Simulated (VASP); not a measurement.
A run of VASP 6.6.1 is set up as follows.

INCAR

```
PREC = Accurate
ENCUT = 520
EDIFF = 1E-7
ISMEAR = 0
SIGMA = 0.01
LREAL = F
LASPH = T
NELM = 100
ALGO = Normal
ISIF = 2
LWAVE = F
LCHARG = F
GGA = PS
NBANDS = 11
```

File KPOINTS:

```
Automatic mesh
0
Gamma
  5 5 5
```

File POSCAR:

```
MgS
1.0
    0.0000000000      2.8331200500      2.8331200500
    2.8331200500      0.0000000000      2.8331200500
    2.8331200500      2.8331200500      0.0000000000
Mg S
1 1
Direct
    0.0000000000      0.0000000000      0.0000000000
    0.7500000000      0.7500000000      0.7500000000
```

Potentials or basis: VASP PAW PBE potentials, release 64 (Mg, S).

Command:

```console
$ cat potpaw_PBE.64/Mg/POTCAR potpaw_PBE.64/S/POTCAR > POTCAR
$ mpirun -np 1 vasp_std > vasp.out
```

Q: Predict the pressure.

A: -0.5 GPa.

Q: Predict the band gap on the k mesh.

A: 3.28 eV, direct.

Caveat: the PAW data sets were made with another functional, which shifts forces and pressure a little. PBEsol gaps usually lie below the measured ones, often by a third to a half.
